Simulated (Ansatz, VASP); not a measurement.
## ZnSnP2: VASP beside Ansatz

File INCAR:

```
ALGO = Normal
EDIFF = 1E-6
ENCUT = 500
GGA = PE
GGA_COMPAT = False
ISIF = 2
ISMEAR = -1
LASPH = True
LCHARG = False
LREAL = False
LWAVE = False
NBANDS = 46
NELM = 120
PREC = Accurate
SIGMA = 0.02
```

Contents of KPOINTS:

```
k-points
0
Gamma
  6 6 6
```

Contents of POSCAR:

```
ZnSnP2
1.0
   -2.8252061622      2.8252061622      5.6635792276
    2.8252061622     -2.8252061622      5.6635792276
    2.8252061622      2.8252061622     -5.6635792276
Zn P Sn
2 4 2
Direct
    0.0000000000      0.0000000000      0.0000000000
    0.7500000000      0.2500000000      0.5000000000
    0.3750000000      0.3532621860      0.4782621860
    0.1032621860      0.6250000000     -0.0217378140
    0.8750000000      0.8967378140      0.5217378140
    0.6467378140      0.1250000000      0.0217378140
    0.5000000000      0.5000000000      0.0000000000
    0.2500000000      0.7500000000      0.5000000000
```

Input for Ansatz:

```yaml
crystal:
  lattice:
    - [-2.8252061622, 2.8252061622, 5.6635792276]
    - [2.8252061622, -2.8252061622, 5.6635792276]
    - [2.8252061622, 2.8252061622, -5.6635792276]
  atoms:
    - { symbol: Zn, position: [0.0, 0.0, 0.0] }
    - { symbol: P, position: [0.375, 0.353262186, 0.478262186] }
    - { symbol: Zn, position: [0.75, 0.25, 0.5] }
    - { symbol: P, position: [0.103262186, 0.625, -0.021737814] }
    - { symbol: Sn, position: [0.5, 0.5, 0.0] }
    - { symbol: P, position: [0.875, 0.896737814, 0.521737814] }
    - { symbol: Sn, position: [0.25, 0.75, 0.5] }
    - { symbol: P, position: [0.646737814, 0.125, 0.021737814] }
kpoints:
  mp_grid: { grid: [6, 6, 6] }
  band_path:
    path:
      - [[0.0, 0.0, 0.0], [0.0, 0.0, 0.5], [0.25, 0.25, 0.25], [0.0, 0.5, 0.0], [0.0, 0.0, 0.0], [0.5, 0.5, -0.5], [0.312209733077, 0.687790266923, -0.312209733077]]
      - [[-0.312209733077, 0.312209733077, 0.312209733077], [0.0, 0.0, 0.0]]
      - [[0.0, 0.0, 0.5], [-0.124419466154, 0.124419466154, 0.5]]
      - [[0.5, 0.5, -0.124419466154], [0.5, 0.5, -0.5]]
    npoints: 10
hamiltonian:
  xc: pbe
scf:
  occupations: { method: fermi_dirac, width: 0.02 }
  n_extra_bands: 6
output:
  forces: true
  stress: true
  eigenvalues: true
```

Alike in both runs: task single point; functional PBE; k mesh 6 × 6 × 6; occupations fermi-dirac, width 0.02 eV; no spin polarisation.

```csv
,VASP,Ansatz
version,VASP 6.6.1,Ansatz 0.2.0
potentials or method,"VASP PAW PBE potentials, release 64 (Zn, P, Sn_d)","plane waves, PAW"
plane-wave cutoff (eV),500,420
valence electrons in the cell,72,72
```

```tsv
	VASP	Ansatz	Ansatz less VASP
gap on the k mesh at the Fermi level (eV)	0.84	0.83	-0.009
pressure (GPa)	2.0	2.0	-0.01
rms of the force components (eV/Å)	0.026	0.036	+0.0105
```
